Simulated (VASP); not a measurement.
Input of a VASP 6.6.1 run:

File INCAR:

```
SYSTEM = MnAs
PREC     = Accurate       ! precision mode
ENCUT    = 520            ! plane-wave cutoff, eV
EDIFF    = 1E-7           ! SCF threshold, eV
ISMEAR   = 0              ! smearing method
SIGMA    = 0.05           ! smearing width, eV
LREAL    = .FALSE.        ! projectors in reciprocal space
LASPH    = .TRUE.         ! aspherical terms in the spheres
NELM     = 150            ! most SCF steps
ALGO     = Normal         ! electronic algorithm
ISIF     = 2              ! what is computed and relaxed
LWAVE    = .FALSE.        ! write WAVECAR
LCHARG   = .FALSE.        ! write CHGCAR
ISPIN    = 2              ! spin polarisation
MAGMOM   = 3.72 0         ! initial moments
LORBIT   = 11             ! projections on sites
LMAXMIX  = 4              ! l up to which the mixer works
GGA      = PE             ! functional
NBANDS   = 20             ! bands
```

KPOINTS

```
regular mesh
0
G
  12 12 12
  0 0 0
```

The input POSCAR:

```
MnAs
1.0
    0.0000000000      2.7770903388      2.7770903388
    2.7770903388      0.0000000000      2.7770903388
    2.7770903388      2.7770903388      0.0000000000
Mn As
1 1
Direct
    0.0000000000      0.0000000000      0.0000000000
    0.2500000000      0.2500000000      0.2500000000
```

Potentials or basis: VASP PAW PBE potentials, release 64 (Mn_pv, As).

Run with:

```sh
$ cat potpaw_PBE.64/Mn_pv/POTCAR potpaw_PBE.64/As/POTCAR > POTCAR
$ mpirun -np 1 vasp_std > vasp.out
```

Problem. What does it give for the net moment?

Solution. 3.48 μB per cell.

Problem. Predict the pressure.

Solution. 2.7 GPa.

Problem. Predict the site moments.

Solution. Mn +3.45; As -0.16 μB.

Caveat: a cell with one magnetic atom can't hold antiferromagnetic order, which such compounds often take.
